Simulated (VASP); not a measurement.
Here is a VASP 6.6.1 calculation.

INCAR

```
PREC = Accurate
ENCUT = 520
EDIFF = 1E-6
ISMEAR = 0
SIGMA = 0.1
LREAL = False
LASPH = True
NELM = 60
ALGO = Normal
ISIF = 2
LWAVE = False
LCHARG = False
GGA = PS
NBANDS = 22
```

Contents of KPOINTS:

```
regular mesh
0
Gamma
  7 7 7
```

File POSCAR:

```
LuSe
1.0
    0.0000000000      2.7880000000      2.7880000000
    2.7880000000      0.0000000000      2.7880000000
    2.7880000000      2.7880000000      0.0000000000
Lu Se
1 1
Direct
    0.0000000000      0.0000000000      0.0000000000
    0.4964131994      0.5035868006      0.5035868006
```

Potentials or basis: VASP PAW PBE potentials, release 64 (Lu, Se).

Command:

```sh
$ cat potpaw_PBE.64/Lu/POTCAR potpaw_PBE.64/Se/POTCAR > POTCAR
$ mpirun -np 1 vasp_std > vasp.out
```

(1) Predict the largest force.

(2) Predict the pressure.

Results:

(1) 0.145 eV/Å.

(2) -0.7 GPa.

Caveat: the PAW data sets were made with another functional, which shifts forces and pressure a little.
